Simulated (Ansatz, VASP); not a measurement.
ReBi in VASP and in Ansatz

```
CELL_PARAMETERS angstrom
0.02524 3.15395 3.04017
3.10630 0.01319 3.05222
3.10454 3.16424 0.01494
ATOMIC_POSITIONS crystal
Re 0.00354 0.98882 0.00668
Bi 0.24646 0.26118 0.24332
```

Change from the starting cell: all atoms moved at random (sigma 0.03 Å), cell strained at random (1 %).

Alike in both runs: task single point; functional PBE; k mesh 10 × 10 × 10; occupations gaussian, width 0.05 eV; no spin polarisation.

|  | VASP | Ansatz |
| --- | --- | --- |
| version | VASP 6.6.1 | Ansatz 0.2.0 |
| potentials or method | VASP PAW PBE potentials, release 64 (Re, Bi_d), cutoff 520 eV | scalar-relativistic, plane waves, PAW |
| valence electrons in the cell | 22 | 30 |

```tsv
	VASP	Ansatz	Ansatz less VASP
gap on the k mesh at the Fermi level (eV)	none	none	-
pressure (GPa)	1.4	1.4	0.00
traceless stress, the component that is largest in VASP (GPa)	2.80	2.80	-0.002
rms of the force components (eV/Å)	0.508	0.506	-0.0021
```

Atom by atom the forces differ by 0.002 eV/Å (rms over components). A gap of «none» marks a metal or a gap that the smearing closes. VASP's potentials hold 22 valence electrons a cell and Ansatz's 30, so a difference there can come from the potentials and not from the codes.

Neither program's run includes spin-orbit coupling.
